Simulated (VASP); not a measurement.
Write the native input for VASP 6.6.1 that does the following.

```
Task                   : single point
Functional             : RPBE
Potentials or basis    : VASP PAW PBE potentials, release 64 (Ge_d)
Cutoff                 : 520 eV
k mesh                 : 8 × 8 × 8
Occupations            : fermi-dirac, width 0.05 eV
Spin                   : no spin polarisation
Dipole correction      : no
Further INCAR settings : ALGO = Normal; EDIFF = 1e-06; NBANDS = 21
```

The structure of Ge lies in POSCAR:

```
Ge
1.0
    0.0000000000      2.7906767997      2.7906767997
    2.7906767997      0.0000000000      2.7906767997
    2.7906767997      2.7906767997      0.0000000000
Ge
2
Direct
    0.7500000000      0.7500000000      0.7500000000
    0.5000000000      0.5000000000      0.5000000000
```

These files were run (other wordings do the same):

INCAR

```
PREC = Accurate
ENCUT = 520
EDIFF = 1E-6
ISMEAR = -1
SIGMA = 0.05
LREAL = False
LASPH = True
NELM = 100
ALGO = Normal
ISIF = 2
LWAVE = False
LCHARG = False
GGA = RP
NBANDS = 21
```

KPOINTS

```
regular mesh
0
Gamma
  8 8 8
```

Potentials or basis: VASP PAW PBE potentials, release 64 (Ge_d).

The run is started by

```sh
$ cat potpaw_PBE.64/Ge_d/POTCAR > POTCAR
$ mpirun -np 1 vasp_std > vasp.out
```

It gave:

The pressure is 8.8 GPa. The band gap on the k mesh is 0.40 eV (least direct gap 0.53 eV).

Caveat: the cell stands under pressure; the PAW data sets were made with another functional, which shifts forces and pressure a little.

Run time: 15 s on 1 thread of AMD EPYC 9R45 96-Core Processor (Zen 5) (shared host), peak memory 0.14 GiB.
